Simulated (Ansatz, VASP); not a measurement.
Sn: VASP beside Ansatz

```
Sn
1.0
    -1.72654    1.77555    2.33834
     1.72654   -1.77555    2.33834
     1.72654    1.77555   -2.33834
Sn
1
Direct
  0.00000 0.00000 0.00000
```

Alike in both runs: functional PBE-based screened hybrid with a share of 0.25 of exact exchange and HFSCREEN = 0.3; k mesh 6 × 6 × 6; occupations fermi-dirac, width 0.05 eV; no spin polarisation.

|  | VASP | Ansatz |
| --- | --- | --- |
| version | VASP 6.6.1 | Ansatz 0.2.0 |
| potentials or method | VASP PAW PBE potentials, release 64 (Sn_d) | Ansatz PAW |
| plane-wave cutoff (eV) | 400 | 420 |
| valence electrons in the cell | 14 | 14 |
| task | single point | band structure |

Ansatz gave:

* gap on the k mesh at the Fermi level (eV): none
* pressure (GPa): -1.2
* traceless stress, the component that is largest in VASP (GPa): 2.81

Q: Which values does VASP return?

A: gap on the k mesh at the Fermi level (eV): none; pressure (GPa): -1.3; traceless stress, the component that is largest in VASP (GPa): 2.82.

VASP's potentials were made for PBE, not for PBE-based screened hybrid. A gap of «none» marks a metal or a gap that the smearing closes. With one functional, cell and mesh, what is left measures potentials, basis and numerics.

The k mesh is coarse, so the values compare programs but aren't converged.
